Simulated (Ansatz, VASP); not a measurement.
## One calculation of Co, two programs

Contents of INCAR:

```
SYSTEM = Co
PREC     = Accurate       ! precision mode
ENCUT    = 690            ! plane-wave cutoff, eV
EDIFF    = 1E-6           ! SCF threshold, eV
ISMEAR   = -1             ! smearing method
SIGMA    = 0.1            ! smearing width, eV
LREAL    = .FALSE.        ! projectors in reciprocal space
LASPH    = .TRUE.         ! aspherical terms in the spheres
NELM     = 120            ! most SCF steps
ALGO     = Normal         ! electronic algorithm
ISIF     = 2              ! what is computed and relaxed
LWAVE    = .FALSE.        ! write WAVECAR
LCHARG   = .FALSE.        ! write CHGCAR
GGA      = PE             ! functional
NBANDS   = 14             ! bands
GGA_COMPAT= .FALSE.
```

File KPOINTS:

```
Automatic mesh
0
G
  26 26 26
  0 0 0
```

File POSCAR:

```
Co
1.0
   -1.3642605419      1.3642605419      1.3642605419
    1.3642605419     -1.3642605419      1.3642605419
    1.3642605419      1.3642605419     -1.3642605419
Co
1
Direct
    0.0000000000      0.0000000000      0.0000000000
```

Input for Ansatz:

```yaml
crystal:
  lattice:
    - [-1.3642605419, 1.3642605419, 1.3642605419]
    - [1.3642605419, -1.3642605419, 1.3642605419]
    - [1.3642605419, 1.3642605419, -1.3642605419]
  atoms:
    - { symbol: Co, position: [0.0, 0.0, 0.0] }
hamiltonian:
  xc: pbe
  pseudopotentials:
    kind: paw
    azcp:
      Co: "pseudopotentials/Co.paw.azcp"
basis:
  ecutwfc: 420
  fft_grid_basis: typed
kpoints:
  mp_grid: { grid: [26, 26, 26], shift: [0, 0, 0] }
magnetization:
  spin_polarized: false
scf:
  occupations: { method: fermi_dirac, width: 0.1 }
output:
  stress: true
```

Alike in both runs: task single point; functional PBE; k mesh 26 × 26 × 26; occupations fermi-dirac, width 0.1 eV; no spin polarisation.

```csv
,VASP,Ansatz
version,VASP 6.6.1,Ansatz 0.2.0
potentials or method,"VASP PAW PBE potentials, release 64 (Co_sv), cutoff 690 eV","plane waves (420 eV) with PAW, scalar-relativistic"
valence electrons in the cell,17,17
```

Ansatz gave:

```
pressure (GPa) : 10.6
```

**Question.** What did VASP give for the same quantities?

**Answer.** Pressure (GPa): 9.1.
